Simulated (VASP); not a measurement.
A run of VASP 6.6.1 is set up as follows.

INCAR

```
SYSTEM = Si2W
PREC     = Accurate       ! precision mode
ENCUT    = 520            ! plane-wave cutoff, eV
EDIFF    = 1E-6           ! SCF threshold, eV
ISMEAR   = -1             ! smearing method
SIGMA    = 0.05           ! smearing width, eV
LREAL    = .False.        ! projectors in reciprocal space
LASPH    = .True.         ! aspherical terms in the spheres
NELM     = 80             ! most SCF steps
ALGO     = Normal         ! electronic algorithm
ISIF     = 2              ! what is computed and relaxed
LWAVE    = .False.        ! write WAVECAR
LCHARG   = .True.         ! write CHGCAR
GGA      = PE             ! functional
LELF     = .True.         ! ELF
LVHAR    = .True.       
ISYM     = 0            
NBANDS   = 18             ! bands
```

Contents of KPOINTS:

```
Automatic mesh
0
Gamma
  11 11 14
  0 0 0
```

POSCAR

```
Si2W
1.0
   -1.6166360716      1.6166360716      3.9660934757
    1.6166360716     -1.6166360716      3.9660934757
    1.6166360716      1.6166360716     -3.9660934757
Si W
2 1
Direct
    0.3330000000      0.3330000000      0.0000000000
    0.6670000000      0.6670000000      0.0000000000
    0.0000000000      0.0000000000      0.0000000000
```

Potentials or basis: VASP PAW PBE potentials, release 64 (Si, W_sv).

The run is started by

```sh
$ cat potpaw_PBE.64/Si/POTCAR potpaw_PBE.64/W_sv/POTCAR > POTCAR
$ mpirun -np 1 vasp_std > vasp.out
```

**Question.** Estimate the pressure.

**Answer.** -2.6 GPa.

**Question.** Predict the band gap on the k mesh.

**Answer.** Zero (band 11 reaches 12.32 eV, above the bottom of band 12 at 11.10 eV).

Forces in eV/Å, atoms in the order of the input:
```
Si   0.000  0.000  0.251
Si   0.000  0.000 -0.251
W    0.000  0.000  0.000
```

Caveat: spin-orbit coupling is left out, which moves the levels of the heavy elements.
